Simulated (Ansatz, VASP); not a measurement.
Si: VASP beside Ansatz

```xyz
6
Lattice="2.4972 -3.9229 0.0000 2.4972 3.9229 0.0000 0.0000 0.0000 6.2284" Properties=species:S:1:pos:R:3 pbc="T T T"
Si    2.4972    0.0000    1.1655
Si    2.4972    0.0000    5.0629
Si    1.2486    1.9614    4.3021
Si    1.2486   -1.9614    1.9263
Si    1.2486   -1.9614    4.3021
Si    1.2486    1.9614    1.9263
```

Alike in both runs: functional PBE; k mesh 4 × 4 × 4; occupations gaussian, width 0.1 eV; no spin polarisation.

Ansatz relaxed the structure, and its values are those at the end. VASP's run is a single point on that final structure, the one shown.

|  | VASP | Ansatz |
| --- | --- | --- |
| version | VASP 6.6.1 | Ansatz 0.2.0 |
| potentials or method | VASP PAW PBE potentials, release 64 (Si), cutoff 520 eV | scalar-relativistic, plane waves, PAW |
| valence electrons in the cell | 24 | 24 |

VASP gave:

* gap on the k mesh at the Fermi level (eV): none
* pressure (GPa): 0.1
* rms of the force components (eV/Å): 0.003

Question: Which values does Ansatz return?

Answer: gap on the k mesh at the Fermi level (eV): none; pressure (GPa): 0.2; rms of the force components (eV/Å): 0.004.

A gap of «none» marks a metal or a gap that the smearing closes. The functional is the same, so the differences come from potentials, cutoffs and numerics.

The k mesh is coarse, so the values compare programs but aren't converged.
